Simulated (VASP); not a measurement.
# SiNi3 (Pm-3m) in VASP: notebook

Aim: see how the results for SiNi3 move with the level of theory and the settings. Levels: PBE, r2SCAN. Tasks: relaxation of cell and atoms, single point.

All numbers are computed with VASP 6.6.1; they aren't measurements. Logs are shortened: lines on timing, memory, paths and dates and some standing lists are left out, and cuts for length are marked.

## Step 1: The cell of the first run

The structure is cubic, space group Pm-3m (No. 221). The conventional cell has a = 3.542 Å, b = 3.542 Å, c = 3.542 Å, α = 90.00°, β = 90.00°, γ = 90.00°. Within 3.3 Å of Ni (site symmetry 4/mmm) lie 8 Ni at 2.50 Å and 4 Si at 2.50 Å. Si (site symmetry m-3m) has 12 Ni at 2.50 Å within 3.3 Å.

## Step 2: Relaxation of cell and atoms, PBE, collinear spin, ferromagnetic start

File INCAR:

```
  ALGO = Fast
  EDIFF = 1E-6
  EDIFFG = -0.01
  ENCUT = 600
  GGA = PE
  IBRION = 2
  ISIF = 3
  ISMEAR = -1
  ISPIN = 2
  LASPH = T
  LCHARG = F
  LMAXMIX = 4
  LORBIT = 11
  LREAL = F
  LWAVE = F
  MAGMOM = 1 1 1 0
  NELM = 150
  NSW = 60
  PREC = Accurate
  SIGMA = 0.05
```

File KPOINTS:

```
k-points
0
Gamma
  8 8 8
```

File POSCAR:

```
SiNi3
1.0
    3.5420000000      0.0000000000      0.0000000000
    0.0000000000      3.5420000000      0.0000000000
    0.0000000000      0.0000000000      3.5420000000
Ni Si
3 1
Direct
    0.5000000000      0.5000000000      0.0000000000
    0.5000000000      0.0000000000      0.5000000000
    0.0000000000      0.5000000000      0.5000000000
    0.0000000000      0.0000000000      0.0000000000
```

Potentials or basis: VASP PAW PBE potentials, release 64 (Ni, Si).

The run is started by

```console
$ cat potpaw_PBE.64/Ni/POTCAR potpaw_PBE.64/Si/POTCAR > POTCAR
$ mpirun -np 1 vasp_std > vasp.out
```

OUTCAR:

```text
EDIFF = 1E-6
   EDIFFG = -0.01
   ENCUT = 600
   GGA = PE
   IBRION = 2
   ISIF = 3
   ISMEAR = -1
   ISPIN = 2
   LASPH = T
   LORBIT = 11
   LREAL = F
   NELM = 150
   NSW = 60
   PREC = Accurate

 ion  position               nearest neighbor table
   1  0.500  0.500  0.000-   2 2.50   3 2.50   4 2.50   2 2.50   3 2.50   2 2.50   4 2.50   2 2.50
                             3 2.50   4 2.50   3 2.50   4 2.50
   2  0.500  0.000  0.500-   1 2.50   3 2.50   4 2.50   1 2.50   4 2.50   1 2.50   3 2.50   1 2.50
                             3 2.50   4 2.50   4 2.50   3 2.50
   3  0.000  0.500  0.500-   1 2.50   2 2.50   4 2.50   1 2.50   4 2.50   2 2.50   4 2.50   4 2.50
                             1 2.50   2 2.50   1 2.50   2 2.50
   4  0.000  0.000  0.000-   1 2.50   2 2.50   3 2.50   2 2.50   3 2.50   1 2.50   3 2.50   3 2.50
                             1 2.50   2 2.50   2 2.50   1 2.50

  LATTYP: Found a simple cubic cell.
 ALAT       =     3.5420000000

  Lattice vectors:

 A1 = (   3.5420000000,   0.0000000000,   0.0000000000)
 A2 = (   0.0000000000,   3.5420000000,   0.0000000000)
 A3 = (   0.0000000000,   0.0000000000,   3.5420000000)

Analysis of symmetry for initial positions (statically):
=====================================================================
 Subroutine PRICEL returns:
 Original cell was already a primitive cell.

 Routine SETGRP: Setting up the symmetry group for a
 simple cubic supercell.

 Subroutine GETGRP returns: Found 48 space group operations
 (whereof 48 operations were pure point group operations)
 out of a pool of 48 trial point group operations.

The static configuration has the point symmetry O_h .

Analysis of symmetry for dynamics (positions and initial velocities):
=====================================================================
 Subroutine PRICEL returns:
 Original cell was already a primitive cell.

 Routine SETGRP: Setting up the symmetry group for a
 simple cubic supercell.

 Subroutine GETGRP returns: Found 48 space group operations
 (whereof 48 operations were pure point group operations)
 out of a pool of 48 trial point group operations.

The dynamic configuration has the point symmetry O_h .

Analysis of structural, dynamic, and magnetic symmetry:
=====================================================================
 Subroutine PRICEL returns:
 Original cell was already a primitive cell.

 Routine SETGRP: Setting up the symmetry group for a
 simple cubic supercell.

 Subroutine GETGRP returns: Found 48 space group operations
 (whereof 48 operations were pure point group operations)
[... 125 lines left out ...]
     AMIX     =   0.40;   BMIX     =  1.00
     AMIX_MAG =   1.60;   BMIX_MAG =  1.00
  volume/ion in A,a.u.               =      11.11        74.97
  Fermi-wavevector in a.u.,A,eV,Ry     =   1.497336  2.829555 30.504465  2.242015
  Thomas-Fermi vector in A             =   2.609237
   LORBIT       =     11    0 simple, 1 ext, 2 COOP (PROOUT), +10 PAW based schemes
   GGA     = PE    functional components
   LHFCALC =     F    Hartree Fock is set to
   AEXX    =    0.0000 exact exchange contribution
   IVDW    =     0    specifies the selected vdW correction
   LEPSILON=     F    determine dielectric tensor
   LRPA    =     F    only Hartree local field effects (RPA)
 conjugate gradient relaxation of ions
 spin polarized calculation
 RMM-DIIS sequential band-by-band and
  energy-cutoff  :      600.00
  volume of cell :       44.44
 maximum number of plane-waves:      1503
   NGX = 15   NGY = 15   NGZ = 15

--------------------------------------- Ionic step        1  -------------------------------------------

 number of electron      33.9999988 magnetization      -0.0018218

 number of electron      33.9999988 magnetization       0.0004501

 Free energy of the ion-electron system (eV)
  ---------------------------------------------------
  ext. energy  EPLUGINS =         0.00000000
  ---------------------------------------------------
  free energy    TOTEN  =       -23.66172414 eV

  energy without entropy =      -23.64307731  energy(sigma->0) =      -23.65240073

------------------------ aborting loop because EDIFF is reached ----------------------------------------

  FORCE on cell =-STRESS in cart. coord.  units (eV):
  Direction    XX          YY          ZZ          XY          YZ          ZX
  --------------------------------------------------------------------------------------
  -------------------------------------------------------------------------------------
  Total       -1.6811692     -1.6811692     -1.6811692      0.0000000      0.0000000      0.0000000
  in kB      -60.6144732    -60.6144732    -60.6144732      0.0000000      0.0000000      0.0000000
  external PRESSURE =     -60.6144732 kB  Pullay stress =       0.0000000 kB
[... 145 lines left out ...]
--------------------------------------- Ionic step        5  -------------------------------------------

 number of electron      33.9999979 magnetization       0.0000018

 Free energy of the ion-electron system (eV)
  ---------------------------------------------------
  ext. energy  EPLUGINS =         0.00000000
  ---------------------------------------------------
  free energy    TOTEN  =       -23.68764767 eV

  energy without entropy =      -23.66948762  energy(sigma->0) =      -23.67856764

 E-fermi :  10.6513     XC(G=0): -13.0966

 val. band max:       10.5891027393   @ k =   0.1250   0.1250   0.0000
 cond. band min:      10.6617534713   @ k =   0.5000   0.3750   0.3750
 fundamental gap:      0.0726507320
 Fermi energy:        10.6512822165

 spin component 1

 k-point     1 :       0.0000    0.0000    0.0000
  band No.  band energies     occupation
      1      -1.2720      1.00000
      2       5.7821      1.00000
      3       6.6034      1.00000
      4       6.6034      1.00000
      5       7.1207      1.00000
      6       7.1207      1.00000
[... 613 lines left out ...]
     22      17.8432      0.00000
     23      18.7865      0.00000

 [... further k-points ...]

 spin component 2

 k-point     1 :       0.0000    0.0000    0.0000
  band No.  band energies     occupation
      1      -1.2720      1.00000
      2       5.7821      1.00000
      3       6.6034      1.00000
      4       6.6034      1.00000
      5       7.1207      1.00000
      6       7.1207      1.00000
[... 646 lines left out ...]
  FREE ENERGIE OF THE ION-ELECTRON SYSTEM (eV)
  ---------------------------------------------------
  free  energy   TOTEN  =       -23.6876476699 eV

  energy  without entropy=      -23.6694876195  energy(sigma->0) =      -23.67856764

 reached required accuracy - stopping structural energy minimisation

 total charge

# of ion       s       p       d       tot
------------------------------------------
    1        0.484   0.570   8.410   9.464
    2        0.484   0.570   8.410   9.464
    3        0.484   0.570   8.410   9.464
    4        0.730   0.821   0.000   1.551
--------------------------------------------------
tot          2.183   2.530  25.231  29.944

 magnetization (x)

# of ion       s       p       d       tot
------------------------------------------
    1       -0.000  -0.000   0.000   0.000
    2       -0.000  -0.000   0.000   0.000
    3       -0.000  -0.000   0.000   0.000
    4       -0.000  -0.000   0.000  -0.000
--------------------------------------------------
tot         -0.000  -0.000   0.000   0.000
```

OSZICAR:

```text
N       E                     dE             d eps       ncg     rms          rms(c)
DAV:   1     0.205590800063E+03    0.20559E+03   -0.16633E+04  3260   0.213E+03
DAV:   2    -0.167097064974E+02   -0.22230E+03   -0.21212E+03  3220   0.360E+02
DAV:   3    -0.269319539124E+02   -0.10222E+02   -0.97733E+01  3654   0.104E+02
[... 53 lines left out ...]
DAV:   1    -0.236878900860E+02   -0.24140E-03   -0.22998E-03  3528   0.760E-01    0.137E-01
RMM:   2    -0.236878715414E+02    0.18545E-04   -0.21877E-03  3220   0.554E-01    0.116E-01
RMM:   3    -0.236876555514E+02    0.21599E-03   -0.59201E-04  3220   0.331E-01    0.247E-02
RMM:   4    -0.236876473288E+02    0.82226E-05   -0.17645E-05  3094   0.314E-02    0.408E-03
RMM:   5    -0.236876476699E+02   -0.34115E-06   -0.36918E-06  2484   0.232E-02
   5 F= -.23687648E+02 E0= -.23678568E+02  d E =-.259235E-01  mag=    -0.0000
```

CONTCAR:

```text
SiNi3
   1.00000000000000
     3.5063970506781490    0.0000000000000000    0.0000000000000000
     0.0000000000000000    3.5063970506781490    0.0000000000000000
    -0.0000000000000000    0.0000000000000000    3.5063970506781490
  Ni              Si
     3     1
Direct
     0.5000000000000000    0.5000000000000000    0.0000000000000000
     0.5000000000000000    0.0000000000000000    0.5000000000000000
     0.0000000000000000    0.5000000000000000    0.5000000000000000
     0.0000000000000000    0.0000000000000000    0.0000000000000000

  0.00000000E+00  0.00000000E+00  0.00000000E+00
  0.00000000E+00  0.00000000E+00  0.00000000E+00
  0.00000000E+00  0.00000000E+00  0.00000000E+00
  0.00000000E+00  0.00000000E+00  0.00000000E+00
```

It took 7.7 min on 1 thread of Intel Xeon 8259CL, shared host; peak memory 0.22 GiB.

What came out:

| Property | Result |
| --- | --- |
| Free energy | -23.6876 eV |
| Relaxed volume | 10.78 Å³/atom |
| Relaxed cell | a = 3.506 Å, b = 3.506 Å, c = 3.506 Å, α = 90.00°, β = 90.00°, γ = 90.00° |
| Space group after relaxing (to 0.1 Å) | Pm-3m (No. 221) |
| Energy gained by relaxing | 6.5 meV/atom |
| Ionic steps | 5 |
| Pressure after relaxing | 0.1 GPa |
| Band gap on the k mesh | zero (filled and empty bands overlap) |
| Net moment | 0.00 μB per cell |
| Valence electrons inside the program's atomic spheres | Ni 9.46; Si 1.55 |

The path:
```tsv
step	energy change (eV)	largest force (eV/Å)	pressure (GPa)	volume (Å³)
1	0.0000	0.0000	-6.06	44.44
2	0.0019	0.0000	6.42	41.79
3	-0.0259	0.0000	-0.26	43.14
4	-0.0259	0.0000	0.20	43.08
5	-0.0259	0.0000	0.06	43.11
```

Final structure:
```yaml
crystal:
  lattice:
    - [3.50640, 0.00000, 0.00000]
    - [0.00000, 3.50640, 0.00000]
    - [0.00000, 0.00000, 3.50640]
  atoms:
    - { symbol: Ni, position: [0.50000, 0.50000, 0.00000] }
    - { symbol: Ni, position: [0.50000, 0.00000, 0.50000] }
    - { symbol: Ni, position: [0.00000, 0.50000, 0.50000] }
    - { symbol: Si, position: [0.00000, 0.00000, 0.00000] }
```

Levels at points of the mesh, in eV from the Fermi level:
Spin up:
| k point | band 14 | band 15 | band 16 | band 17 | band 18 | band 19 | band 20 | band 21 |
| --- | --- | --- | --- | --- | --- | --- | --- | --- |
| (0.00, 0.00, 0.00) | -0.62 | -0.62 | -0.30 | 0.03 | 0.03 | 0.03 | 4.82 | 6.33 |
| (0.50, 0.00, 0.00) | -1.29 | -1.14 | -0.56 | 0.03 | 3.60 | 3.60 | 5.20 | 5.27 |
| (0.50, 0.50, 0.00) | -1.42 | -1.11 | -1.01 | -0.95 | 0.65 | 0.65 | 5.59 | 6.33 |
| (0.50, 0.50, 0.50) | -1.24 | -1.24 | -0.39 | -0.21 | -0.21 | -0.21 | 1.20 | 4.02 |
Spin down:
```
           k point  band 13  band 14  band 15  band 16  band 17  band 18  band 19  band 20  band 21  band 22
(0.00, 0.00, 0.00)    -0.88    -0.62    -0.62    -0.30     0.03     0.03     0.03     4.82     6.33     6.33
(0.50, 0.00, 0.00)    -1.31    -1.29    -1.14    -0.56     0.03     3.60     3.60     5.20     5.27     5.27
(0.50, 0.50, 0.00)    -1.44    -1.42    -1.11    -1.01    -0.95     0.65     0.65     5.59     6.33     7.67
(0.50, 0.50, 0.50)    -1.44    -1.24    -1.24    -0.39    -0.21    -0.21    -0.21     1.20     4.02     4.02
```

## Step 3: Single point, r2SCAN, collinear spin, ferromagnetic start

This run uses another cell than the first one, of 11.55 Å³/atom.

File POSCAR:

```
SiNi3
1.0
    3.5886106083      0.0000000000      0.0000000000
    0.0000000000      3.5886106083      0.0000000000
    0.0000000000      0.0000000000      3.5886106083
Ni Si
3 1
Direct
    0.5000000000      0.5000000000      0.0000000000
    0.5000000000      0.0000000000      0.5000000000
    0.0000000000      0.5000000000      0.5000000000
    0.0000000000      0.0000000000      0.0000000000
```

File INCAR.step1:

```
SYSTEM = SiNi3
PREC = Accurate ; ENCUT = 520
ISMEAR = -1 ; SIGMA = 0.05
LREAL = .FALSE. ; LASPH = .TRUE.
NELM = 150 ; ISPIN = 2
MAGMOM = 1 1 1 0 ; LMAXMIX = 4
NBANDS = 29 ; GGA = PE
ALGO = Normal ; EDIFF = 1E-4
LWAVE = .TRUE. ; LCHARG = .FALSE.
```

File INCAR.step2:

```
SYSTEM = SiNi3
PREC = Accurate ; ENCUT = 520
EDIFF = 1E-6 ; ISMEAR = -1
SIGMA = 0.05 ; LREAL = .FALSE.
LASPH = .TRUE. ; NELM = 150
ALGO = Normal ; ISIF = 2
LWAVE = .FALSE. ; LCHARG = .FALSE.
ISPIN = 2 ; MAGMOM = 1 1 1 0
LORBIT = 11 ; LMAXMIX = 4
METAGGA = R2SCAN ; LMIXTAU = .TRUE.
NBANDS = 29 ; ISTART = 1
```

File KPOINTS:

```
Automatic mesh
0
G
  8 8 8
  0 0 0
```

Potentials or basis: VASP PAW PBE potentials, release 64 (Ni, Si).

The run is started by

```console
$ cat potpaw_PBE.64/Ni/POTCAR potpaw_PBE.64/Si/POTCAR > POTCAR
$ cp INCAR.step1 INCAR
$ mpirun -np 1 vasp_std > vasp.out
$ cp INCAR.step2 INCAR
$ mpirun -np 1 vasp_std > vasp.out
```

OUTCAR:

```text
SYSTEM = SiNi3
   PREC = Accurate
   ENCUT = 520
   EDIFF = 1E-6
   ISMEAR = -1
   LREAL = .FALSE.
   LASPH = .TRUE.
   NELM = 150
   ISIF = 2
   ISPIN = 2
   LORBIT = 11
   METAGGA = R2SCAN
   ISTART = 1

 ion  position               nearest neighbor table
   1  0.500  0.500  0.000-   2 2.54   3 2.54   4 2.54   2 2.54   3 2.54   2 2.54   4 2.54   2 2.54
                             3 2.54   4 2.54   3 2.54   4 2.54
   2  0.500  0.000  0.500-   1 2.54   3 2.54   4 2.54   1 2.54   4 2.54   1 2.54   3 2.54   1 2.54
                             3 2.54   4 2.54   4 2.54   3 2.54
   3  0.000  0.500  0.500-   1 2.54   2 2.54   4 2.54   1 2.54   4 2.54   2 2.54   4 2.54   4 2.54
                             1 2.54   2 2.54   1 2.54   2 2.54
   4  0.000  0.000  0.000-   1 2.54   2 2.54   3 2.54   2 2.54   3 2.54   1 2.54   3 2.54   3 2.54
                             1 2.54   2 2.54   2 2.54   1 2.54

  LATTYP: Found a simple cubic cell.
 ALAT       =     3.5886106083

  Lattice vectors:

 A1 = (   3.5886106083,   0.0000000000,   0.0000000000)
 A2 = (   0.0000000000,   3.5886106083,   0.0000000000)
 A3 = (   0.0000000000,   0.0000000000,   3.5886106083)

Analysis of symmetry for initial positions (statically):
=====================================================================
 Subroutine PRICEL returns:
 Original cell was already a primitive cell.

 Routine SETGRP: Setting up the symmetry group for a
 simple cubic supercell.

 Subroutine GETGRP returns: Found 48 space group operations
 (whereof 48 operations were pure point group operations)
 out of a pool of 48 trial point group operations.

The static configuration has the point symmetry O_h .

Analysis of symmetry for dynamics (positions and initial velocities):
=====================================================================
 Subroutine PRICEL returns:
 Original cell was already a primitive cell.

 Routine SETGRP: Setting up the symmetry group for a
 simple cubic supercell.

 Subroutine GETGRP returns: Found 48 space group operations
[... 170 lines left out ...]

 E-fermi :   9.4790     XC(G=0): -13.7497

 val. band max:        9.4716532527   @ k =   0.5000   0.3750   0.3750
 cond. band min:       9.5048982608   @ k =   0.3750   0.3750   0.3750
 fundamental gap:      0.0332450081
 Fermi energy:         9.4789987272

 spin component 1

 k-point     1 :       0.0000    0.0000    0.0000
  band No.  band energies     occupation
      1      -2.4558      1.00000
      2       4.8432      1.00000
      3       5.6965      1.00000
      4       5.6965      1.00000
      5       6.1971      1.00000
      6       6.1971      1.00000
[... 757 lines left out ...]
     28      24.4049      0.00000
     29      26.6923      0.00000

 [... further k-points ...]

 spin component 2

 k-point     1 :       0.0000    0.0000    0.0000
  band No.  band energies     occupation
      1      -2.4559      1.00000
      2       4.8432      1.00000
      3       5.6966      1.00000
      4       5.6966      1.00000
      5       6.1973      1.00000
      6       6.1973      1.00000
[... 757 lines left out ...]
     28      24.4049      0.00000
     29      26.6924      0.00000

 [... further k-points ...]

------------------------ aborting loop because EDIFF is reached ----------------------------------------

  FORCE on cell =-STRESS in cart. coord.  units (eV):
  Direction    XX          YY          ZZ          XY          YZ          ZX
  --------------------------------------------------------------------------------------
  -------------------------------------------------------------------------------------
  Total       -5.5639729     -5.5639729     -5.5639729     -0.0000000     -0.0000000      0.0000000
  in kB     -192.8930508   -192.8930508   -192.8930508     -0.0000000     -0.0000000      0.0000000
  external PRESSURE =    -192.8930508 kB  Pullay stress =       0.0000000 kB

 VOLUME and BASIS-vectors are now :
 -----------------------------------------------------------------------------
  energy-cutoff  :      520.00
  volume of cell :       46.21
      direct lattice vectors                 reciprocal lattice vectors
     3.588610608  0.000000000  0.000000000     0.278659378  0.000000000  0.000000000
     0.000000000  3.588610608  0.000000000     0.000000000  0.278659378  0.000000000
     0.000000000  0.000000000  3.588610608     0.000000000  0.000000000  0.278659378

 POSITION                                       TOTAL-FORCE (eV/Angst)
 -----------------------------------------------------------------------------------
      1.79431      1.79431      0.00000         0.000000      0.000000      0.000000
      1.79431      0.00000      1.79431         0.000000      0.000000      0.000000
      0.00000      1.79431      1.79431         0.000000      0.000000      0.000000
      0.00000      0.00000      0.00000         0.000000      0.000000      0.000000
 -----------------------------------------------------------------------------------
    total drift:                                0.000000      0.000000      0.000000

  FREE ENERGIE OF THE ION-ELECTRON SYSTEM (eV)
  ---------------------------------------------------
  free  energy   TOTEN  =       -46.0780768066 eV

  energy  without entropy=      -46.0581839903  energy(sigma->0) =      -46.06813040

 total charge

# of ion       s       p       d       tot
------------------------------------------
    1        0.464   0.520   8.388   9.372
    2        0.464   0.520   8.388   9.372
    3        0.464   0.520   8.388   9.372
    4        0.719   0.794   0.000   1.512
--------------------------------------------------
tot          2.111   2.354  25.164  29.628

 magnetization (x)

# of ion       s       p       d       tot
------------------------------------------
    1       -0.000  -0.000   0.000   0.000
    2       -0.000  -0.000   0.000   0.000
    3       -0.000  -0.000   0.000   0.000
    4       -0.000  -0.000   0.000  -0.000
--------------------------------------------------
tot         -0.000  -0.000   0.000   0.000
```

OUTCAR.step1:

```text
SYSTEM = SiNi3
   PREC = Accurate
   ENCUT = 520
   ISMEAR = -1
   LREAL = .FALSE.
   LASPH = .TRUE.
[... 1791 lines left out ...]
      1.79431      0.00000      1.79431         0.000000      0.000000      0.000000
      0.00000      1.79431      1.79431         0.000000      0.000000      0.000000
      0.00000      0.00000      0.00000         0.000000      0.000000      0.000000
 -----------------------------------------------------------------------------------
    total drift:                                0.000000      0.000000      0.000000

  FREE ENERGIE OF THE ION-ELECTRON SYSTEM (eV)
  ---------------------------------------------------
  free  energy   TOTEN  =       -23.5592140124 eV

  energy  without entropy=      -23.5399741688  energy(sigma->0) =      -23.54959409
```

Wall time 3.1 min (1 thread of Intel Xeon 6975P-C (Granite Rapids), shared host); peak memory 0.22 GiB.

What came out:

* Free energy: -46.0781 eV
* Pressure: -19.3 GPa
* Band gap on the k mesh: zero (filled and empty bands overlap)
* Net moment: 0.00 μB per cell
* Valence electrons inside the program's atomic spheres: Ni 9.37; Si 1.51

Caveat: the cell stands under tension; the PAW data sets were made with another functional, which shifts forces and pressure a little.
